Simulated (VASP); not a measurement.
The system is CaBr.

```
Ca Br
1.0
     3.91702    0.00000    0.00000
    -1.95851    3.39224    0.00000
     0.00000    0.00000    4.34103
Ca Br
1 1
Direct
  0.00000 0.00000 0.00000
  0.33333 0.66667 0.50000
```

Base run:

```yaml
Program: VASP 6.6.1
Functional: r2SCAN
Potentials_or_basis: VASP PAW PBE potentials, release 64 (Ca_sv, Br)
Cutoff: 520 eV
k_mesh: 10 × 10 × 8
Occupations: fermi-dirac, width 0.05 eV
Spin: no spin polarisation
```

Its results: band gap on the k mesh zero (an odd number of electrons rules out a gap without spin polarisation); pressure -0.3 GPa.

**Question.** The run is repeated on the same cell with these changes: functional from r2SCAN to revPBE. What comes out?

**Answer.** Band gap on the k mesh zero (an odd number of electrons rules out a gap without spin polarisation); pressure 1.7 GPa.

Caveats: the PAW data sets were made with another functional, which shifts forces and pressure a little; an odd number of electrons without spin polarisation forces a metal; a magnetic or distorted state may lie lower.
